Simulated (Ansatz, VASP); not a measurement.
## One calculation of Si, two programs

```
Si
1.0
     0.00000    5.43000    5.43000
     5.43000    0.00000    5.43000
     5.43000    5.43000    0.00000
Si
17
Direct
  0.00217 0.00188 0.00167
  0.12598 0.12472 0.12430
  0.00242 0.00196 0.49350
  0.12834 0.12821 0.62148
  0.00229 0.49396 0.00169
  0.12827 0.62176 0.12803
  0.99886 0.50040 0.50022
  0.12841 0.62178 0.62147
  0.49533 0.00158 0.00144
  0.62215 0.12815 0.12804
  0.50056 0.99891 0.50017
  0.62236 0.12811 0.62137
  0.50049 0.50029 0.99887
  0.62225 0.62157 0.12801
  0.50061 0.50030 0.50017
  0.62499 0.62501 0.62497
  0.87597 0.87473 0.87430
```

Alike in both runs: functional LDA; k mesh 2 × 2 × 2; occupations gaussian, width 0.05 eV; no spin polarisation.

Ansatz relaxed the structure, and its values are those at the end. VASP's run is a single point on that final structure, the one shown.

|  | VASP | Ansatz |
| --- | --- | --- |
| version | VASP 6.6.1 | Ansatz 0.2.0 |
| potentials or method | VASP PAW LDA potentials, release 64 (Si), cutoff 520 eV | scalar-relativistic, plane waves, PAW |
| valence electrons in the cell | 68 | 68 |

|  | VASP | Ansatz | Ansatz less VASP |
| --- | --- | --- | --- |
| rms of the force components (eV/Å) | 0.012 | 0.012 | -0.0001 |

Ansatz warns that its potentials were made for another functional, while VASP's fit it. LDA's correlation is that of Perdew and Zunger in VASP and of Perdew and Wang (1992) in Ansatz.

The k mesh is coarse, so the values compare programs but aren't converged.
